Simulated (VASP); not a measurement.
# CaH8 (Cmm2) in VASP: notebook, part 2 of 2

VASP 6.6.1.

## Step 3: Single point, PBE

This run uses another cell than the first one, of 14.04 Å³/atom.

INCAR reads:

```
SYSTEM = CaH8
PREC = Accurate ; ENCUT = 520
EDIFF = 1E-6 ; ISMEAR = 0
SIGMA = 0.1 ; LREAL = .FALSE.
LASPH = .TRUE. ; NELM = 80
ALGO = Normal ; ISIF = 2
LWAVE = .FALSE. ; LCHARG = .TRUE.
GGA = PE ; LELF = .TRUE.
LVHAR = .TRUE. ; NBANDS = 19
```

KPOINTS reads:

```
regular mesh
0
G
  6 6 4
  0 0 0
```

POSCAR reads:

```
CaH8
1.0
    2.8532731810     -3.2618410321      0.0000000000
    2.8532731810      3.2618410321      0.0000000000
    0.0000000000      0.0000000000      6.7872681861
Ca H
1 8
Direct
    0.5000000000      0.5000000000      0.7154842429
    0.4337766897      0.4337766897      0.3288110663
    0.5662233103      0.5662233103      0.3288110663
    0.9352867931      0.0647132069      0.9903247430
    0.0647132069      0.9352867931      0.9903247430
    0.0000000000      0.5000000000      0.7020926587
    0.5000000000      0.0000000000      0.7020926587
    0.1902019407      0.1902019407      0.9927615806
    0.8097980593      0.8097980593      0.9927615806
```

Potentials or basis: VASP PAW PBE potentials, release 64 (Ca_sv, H).

Started as:

```bash
cat potpaw_PBE.64/Ca_sv/POTCAR potpaw_PBE.64/H/POTCAR > POTCAR
mpirun -np 1 vasp_std > vasp.out
```

Wall time 1.8 min (1 thread of Oxide Virtual Turin-like, shared host); peak memory 0.22 GiB.

The run converged. Its results:

```yaml
Free_energy: -25.6551 eV
Pressure: -0.1 GPa
Largest_force: 0.014 eV/Å
Band_gap_on_the_k_mesh: 1.11 eV (least direct gap 1.47 eV)
```

Forces in eV/Å, atoms in the order of the input:
```
Ca   0.000  0.000  0.013
H   -0.001  0.000 -0.002
H    0.001  0.000 -0.002
H    0.000  0.006 -0.001
H    0.000 -0.006 -0.001
H    0.000  0.000 -0.005
H    0.000  0.000 -0.005
H   -0.014  0.000  0.001
H    0.014  0.000  0.001
```

Stress tensor (GPa, compression positive):
```
-0.16  0.00  0.00
 0.00 -0.09  0.00
 0.00  0.00  0.03
```

Levels at points of the mesh, in eV from the valence-band top:
```tsv
k point	band 5	band 6	band 7	band 8	band 9	band 10	band 11	band 12	band 13	band 14
(0.00, 0.00, 0.00)	-11.42	-7.50	-2.87	-2.09	-1.20	1.74	3.44	3.99	4.39	4.56
(0.50, 0.00, 0.00)	-11.30	-7.45	-3.19	-1.49	-1.13	2.59	2.63	3.04	4.37	4.78
(0.50, 0.50, 0.00)	-11.22	-7.35	-3.02	-1.49	0.00	1.73	1.94	2.97	3.41	3.96
(0.00, 0.00, 0.50)	-11.41	-7.50	-2.89	-2.10	-1.19	1.55	3.42	4.24	4.65	4.83
(0.50, 0.00, 0.50)	-11.30	-7.43	-3.28	-1.43	-1.16	2.16	2.60	3.93	4.35	4.51
(0.50, 0.50, 0.50)	-11.22	-7.34	-3.00	-1.44	-0.14	1.33	1.62	2.82	4.18	5.03
```

A k mesh can miss the band edges.

## Step 4: Single point, PBE

This run uses another cell than the first one, of 14.71 Å³/atom.

INCAR reads:

```
SYSTEM = CaH8
ALGO = Normal ; EDIFF = 1E-6
ENCUT = 520 ; GGA = PE
ISIF = 2 ; ISMEAR = 0
LASPH = .TRUE. ; LCHARG = .FALSE.
LREAL = .FALSE. ; LWAVE = .FALSE.
NBANDS = 19 ; NELM = 100
PREC = Accurate ; SIGMA = 0.02
```

KPOINTS reads:

```
k-points
0
G
  6 6 4
  0 0 0
```

POSCAR reads:

```
CaH8
1.0
    2.8415802666     -3.2580131927      0.0000000000
    2.8415802666      3.2580131927      0.0000000000
    0.0000000000      0.0000000000      7.1508307395
Ca H
1 8
Direct
    0.5000000000      0.5000000000      0.2831939376
    0.4335367188      0.4335367188      0.6561142535
    0.5664632812      0.5664632812      0.6561142535
    0.0647893812      0.9352106188      0.0186595893
    0.9352106188      0.0647893812      0.0186595893
    0.5000000000      0.0000000000      0.2956703325
    0.0000000000      0.5000000000      0.2956703325
    0.1911259889      0.1911259889      0.0162266859
    0.8088740111      0.8088740111      0.0162266859
```

Started as:

```bash
cat potpaw_PBE.64/Ca_sv/POTCAR potpaw_PBE.64/H/POTCAR > POTCAR
mpirun -np 1 vasp_std > vasp.out
```

It took 2.7 min on 1 thread of Oxide Virtual Turin-like, shared host; peak memory 0.23 GiB.

Results (log left out):

- Free energy: -25.6584 eV
- Pressure: -0.1 GPa
- Largest force: 0.013 eV/Å
- Band gap on the k mesh: 1.09 eV (least direct gap 1.42 eV)

Forces in eV/Å, atoms in the order of the input:
```
Ca   0.000  0.000 -0.003
H    0.013  0.000  0.001
H   -0.013  0.000  0.001
H    0.000 -0.004  0.000
H    0.000  0.004  0.000
H    0.000  0.000  0.002
H    0.000  0.000  0.002
H   -0.004  0.000 -0.001
H    0.004  0.000 -0.001
```

Levels at points of the mesh, in eV from the valence-band top:
```csv
k point,band 5,band 6,band 7,band 8,band 9,band 10,band 11,band 12,band 13,band 14
"(0.00, 0.00, 0.00)",-11.42,-7.47,-2.89,-2.06,-1.18,1.63,3.47,3.88,4.34,4.47
"(0.50, 0.00, 0.00)",-11.30,-7.39,-3.21,-1.50,-1.12,2.56,2.63,3.10,4.37,4.67
"(0.50, 0.50, 0.00)",-11.21,-7.30,-2.97,-1.46,0.00,1.68,1.86,2.95,3.45,3.97
"(0.00, 0.00, 0.50)",-11.41,-7.47,-2.90,-2.07,-1.18,1.48,3.46,4.18,4.56,4.67
"(0.50, 0.00, 0.50)",-11.30,-7.38,-3.28,-1.46,-1.14,2.25,2.61,3.90,4.30,4.52
"(0.50, 0.50, 0.50)",-11.21,-7.30,-2.96,-1.43,-0.09,1.39,1.63,2.84,4.07,4.93
```

A k mesh can miss the band edges.

## Step 5: Relaxation of cell and atoms, PBE

This run uses another cell than the first one, of 14.04 Å³/atom.

INCAR reads:

```
SYSTEM = CaH8
PREC     = Accurate       ! precision mode
ENCUT    = 600            ! plane-wave cutoff, eV
EDIFF    = 1E-6           ! SCF threshold, eV
ISMEAR   = 0              ! smearing method
SIGMA    = 0.02           ! smearing width, eV
LREAL    = .False.        ! projectors in reciprocal space
LASPH    = .True.         ! aspherical terms in the spheres
NELM     = 60             ! most SCF steps
ALGO     = Normal         ! electronic algorithm
ISIF     = 3              ! what is computed and relaxed
LWAVE    = .False.        ! write WAVECAR
LCHARG   = .False.        ! write CHGCAR
GGA      = PE             ! functional
IBRION   = 2              ! ionic algorithm
NSW      = 100            ! ionic steps
EDIFFG   = -0.01          ! ionic threshold
```

KPOINTS reads:

```
regular mesh
0
Gamma
  6 6 4
  0 0 0
```

POSCAR reads:

```
CaH8
1.0
    2.8532731810     -3.2618410321      0.0000000000
    2.8532731810      3.2618410321      0.0000000000
    0.0000000000      0.0000000000      6.7872681861
Ca H
1 8
Direct
    0.5000000000      0.5000000000      0.2845157571
    0.4337766897      0.4337766897      0.6711889337
    0.5662233103      0.5662233103      0.6711889337
    0.0647132069      0.9352867931      0.0096752570
    0.9352867931      0.0647132069      0.0096752570
    0.5000000000      0.0000000000      0.2979073413
    0.0000000000      0.5000000000      0.2979073413
    0.1902019407      0.1902019407      0.0072384194
    0.8097980593      0.8097980593      0.0072384194
```

Started as:

```bash
cat potpaw_PBE.64/Ca_sv/POTCAR potpaw_PBE.64/H/POTCAR > POTCAR
mpirun -np 1 vasp_std > vasp.out
```

Wall time 27 min (1 thread of Oxide Virtual Turin-like, shared host); peak memory 0.27 GiB.

Results (log left out):

```yaml
Free_energy: -25.6606 eV
Relaxed_volume: 14.25 Å³/atom
Relaxed_cell: a = 4.328 Å, b = 4.328 Å, c = 6.909 Å, α = 90.00°, β = 90.00°, γ = 97.68°
Space_group_after_relaxing_to_0.1_Å: Cmm2 (No. 35)
Energy_gained_by_relaxing: 0.1 meV/atom
Ionic_steps: 29
Pressure_after_relaxing: 0.0 GPa
Largest_force_after_relaxing: 0.007 eV/Å
Band_gap_on_the_k_mesh: 1.10 eV (least direct gap 1.46 eV)
```

Forces in eV/Å, atoms in the order of the input:
```
Ca   0.000  0.000 -0.002
H    0.002  0.000 -0.006
H   -0.002  0.000 -0.006
H    0.000  0.001  0.005
H    0.000 -0.001  0.005
H    0.000  0.000  0.000
H    0.000  0.000  0.000
H   -0.005  0.000  0.004
H    0.005  0.000  0.004
```

Step by step:
| step | energy change (eV) | largest force (eV/Å) | pressure (GPa) | volume (Å³) |
| --- | --- | --- | --- | --- |
| 1 | 0.0000 | 0.0135 | 0.02 | 126.34 |
| 2 | -0.0001 | 0.0209 | 0.03 | 126.37 |
| 3 | -0.0001 | 0.0531 | 0.05 | 126.40 |
| 4 | -0.0001 | 0.0473 | 0.05 | 126.41 |
| 5 | -0.0002 | 0.0301 | 0.05 | 126.46 |
| 6 | -0.0002 | 0.0287 | 0.05 | 126.54 |
| 7 | -0.0002 | 0.0315 | 0.05 | 126.56 |
| 8 | -0.0003 | 0.0293 | 0.05 | 126.60 |
| 9 | -0.0004 | 0.0230 | 0.04 | 126.71 |
| 10 | -0.0005 | 0.0149 | 0.02 | 126.93 |
| 11 | -0.0005 | 0.0287 | -0.03 | 127.38 |
| 12 | -0.0005 | 0.0220 | -0.01 | 127.20 |
| 13 | -0.0005 | 0.0374 | 0.03 | 127.30 |
| 14 | -0.0005 | 0.0198 | 0.02 | 127.26 |
| 15 | -0.0006 | 0.0196 | 0.01 | 127.34 |
| 16 | -0.0006 | 0.0397 | 0.01 | 127.45 |
| 17 | -0.0006 | 0.0388 | 0.01 | 127.47 |
| 18 | -0.0007 | 0.0357 | 0.01 | 127.55 |
| 19 | -0.0008 | 0.0300 | 0.02 | 127.70 |
| 20 | -0.0009 | 0.0187 | 0.02 | 128.00 |
| 21 | -0.0008 | 0.0278 | 0.02 | 128.59 |
| 22 | -0.0009 | 0.0185 | 0.01 | 128.22 |
| 23 | -0.0009 | 0.0176 | 0.02 | 128.18 |
| 24 | -0.0009 | 0.0124 | 0.02 | 128.19 |
| 25 | -0.0009 | 0.0185 | 0.01 | 128.20 |
| 26 | -0.0009 | 0.0116 | 0.01 | 128.22 |
| 27 | -0.0009 | 0.0118 | -0.02 | 128.24 |
| 28 | -0.0009 | 0.0118 | -0.01 | 128.23 |
| 29 | -0.0009 | 0.0067 | -0.01 | 128.23 |

Final structure:
```xyz
9
Lattice="2.8483 -3.2582 0.0000 2.8483 3.2582 0.0000 0.0000 0.0000 6.9088" Properties=species:S:1:pos:R:3 pbc="T T T"
Ca    2.8483    0.0000    1.9668
H     2.4707    0.0000    4.6313
H     3.2259    0.0000    4.6313
H     2.8483    2.8363    0.0695
H     2.8483   -2.8363    0.0695
H     4.2725    1.6291    2.0568
H     1.4242    1.6291    2.0568
H     1.0863    0.0000    0.0540
H     4.6103    0.0000    0.0540
```

Levels at points of the mesh, in eV from the valence-band top:
| k point | band 6 | band 7 | band 8 | band 9 | band 10 | band 11 | band 12 | band 13 |
| --- | --- | --- | --- | --- | --- | --- | --- | --- |
| (0.00, 0.00, 0.00) | -7.46 | -2.88 | -2.07 | -1.18 | 1.71 | 3.47 | 3.94 | 4.44 |
| (0.50, 0.00, 0.00) | -7.41 | -3.17 | -1.50 | -1.12 | 2.59 | 2.64 | 3.07 | 4.39 |
| (0.50, 0.50, 0.00) | -7.31 | -2.98 | -1.46 | 0.00 | 1.71 | 1.92 | 2.97 | 3.43 |
| (0.00, 0.00, 0.50) | -7.46 | -2.90 | -2.08 | -1.18 | 1.54 | 3.45 | 4.18 | 4.69 |
| (0.50, 0.00, 0.50) | -7.39 | -3.26 | -1.45 | -1.14 | 2.20 | 2.62 | 3.94 | 4.32 |
| (0.50, 0.50, 0.50) | -7.30 | -2.97 | -1.42 | -0.12 | 1.35 | 1.63 | 2.83 | 4.17 |

## Step 6: Overview

```csv
task,cell,cutoff (eV),smearing,gap on the mesh (eV),pressure (GPa),largest force (eV/Å)
single point,"a = 3.564, b = 3.564, c = 5.946 Å, angles 90.0, 90.0, 93.7°, 9 atoms, atomic positions A",520,gaussian 0.1 eV,0.68,22.1,5.88
single point,"a = 4.334, b = 4.334, c = 6.787 Å, angles 90.0, 90.0, 97.6°, 9 atoms, atomic positions B",520,gaussian 0.1 eV,1.11,-0.1,0.01
single point,"a = 4.323, b = 4.323, c = 7.151 Å, angles 90.0, 90.0, 97.8°, 9 atoms, atomic positions C",520,gaussian 0.02 eV,1.09,-0.1,0.01
relaxation of cell and atoms,"relaxed from a = 4.334, b = 4.334, c = 6.787 Å, angles 90.0, 90.0, 97.6°, 9 atoms, atomic positions B",600,gaussian 0.02 eV,1.10,0.0,0.01
```

Alike in all rows: level PBE; potentials or basis VASP PAW PBE potentials, release 64 (Ca_sv, H); no spin polarisation; k mesh 6 × 6 × 4.

Caveats: the stress differs along the axes, from 2 to 39 GPa (at least some runs); forces of over 1 eV/Å act on the atoms, so gaps and moduli don't describe the material at rest (at least some runs).

Absolute energies hang on the potentials; compare differences alone.
